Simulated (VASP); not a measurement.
Here is a VASP 6.6.1 calculation.

POSCAR

```
Si
1.0
    2.6496853135      0.0000000000      0.0000000000
   -1.3248426567      2.2946947935      0.0000000000
    0.0000000000      0.0000000000      4.4581451607
Si
2
Direct
    0.3333333333      0.6666666667      0.2500000000
    0.6666666667      0.3333333333      0.7500000000
```

INCAR.step1

```
SYSTEM = Si
ALGO = Normal
EDIFF = 1E-4
ENCUT = 600
GGA = PE
ISMEAR = -1
LASPH = .TRUE.
LCHARG = .FALSE.
LREAL = .FALSE.
LWAVE = .TRUE.
NELM = 100
PREC = Accurate
SIGMA = 0.02
```

Contents of INCAR.step2:

```
SYSTEM = Si
ALGO = Normal
BPARAM = 11.95
CPARAM = 0.0093
EDIFF = 1E-6
EDIFFG = -0.005
ENCUT = 600
IBRION = 2
ISIF = 3
ISMEAR = -1
ISTART = 1
IVDW_NL = 2
LASPH = .TRUE.
LCHARG = .FALSE.
LMIXTAU = .TRUE.
LREAL = .FALSE.
LUSE_VDW = .TRUE.
LWAVE = .FALSE.
METAGGA = R2SCAN
NELM = 100
NSW = 80
PREC = Accurate
SIGMA = 0.02
```

The input KPOINTS:

```
k-points
0
G
  12 12 6
  0 0 0
```

Potentials or basis: VASP PAW PBE potentials, release 64 (Si).

Command:

```bash
$ cat potpaw_PBE.64/Si/POTCAR > POTCAR
$ cp INCAR.step1 INCAR
$ mpirun -np 1 vasp_std > vasp.out
$ cp INCAR.step2 INCAR
$ mpirun -np 1 vasp_std > vasp.out
```

Task: Estimate the relaxed cell.

Result: a = 2.656 Å, b = 2.656 Å, c = 4.479 Å, α = 90.00°, β = 90.00°, γ = 120.00°.

Task: Predict the space group after relaxing (to 0.05 Å).

Result: P6_3/mmc (No. 194).

Task: Predict the band gap on the k mesh.

Result: Zero (band 4 reaches 20.78 eV, above the bottom of band 5 at 6.87 eV).

Step by step:
```tsv
step	energy change (eV)	largest force (eV/Å)	pressure (GPa)	volume (Å³)
1	0.0000	0.0000	0.94	27.11
2	-0.0007	0.0000	-0.26	27.42
3	-0.0008	0.0000	0.12	27.32
4	-0.0009	0.0000	-0.07	27.37
5	-0.0009	0.0000	-0.01	27.35
```

Caveat: the PAW data sets were made with another functional, which shifts forces and pressure a little.
